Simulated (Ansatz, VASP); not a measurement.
One calculation of Co, two programs

```
CELL_PARAMETERS angstrom
0.00000 1.80988 1.80988
1.80988 0.00000 1.80988
1.80988 1.80988 0.00000
ATOMIC_POSITIONS crystal
Co 0.00000 0.00000 0.00000
```

Alike in both runs: task single point; functional RPBE; k mesh 17 × 17 × 17; occupations fermi-dirac, width 0.1 eV; no spin polarisation.

```csv
,VASP,Ansatz
version,VASP 6.6.1,Ansatz 0.2.0
potentials or method,"VASP PAW PBE potentials, release 64 (Co), cutoff 600 eV","plane waves (420 eV) with PAW, scalar-relativistic"
valence electrons in the cell,9,17
```

```csv
,VASP,Ansatz,Ansatz less VASP
pressure (GPa),-19.9,-20.0,-0.09
```

VASP's potentials were made for PBE, not for RPBE. With one functional, cell and mesh, what is left measures potentials, basis and numerics. VASP's potentials hold 9 valence electrons a cell and Ansatz's 17, so a difference there can come from the potentials and not from the codes.
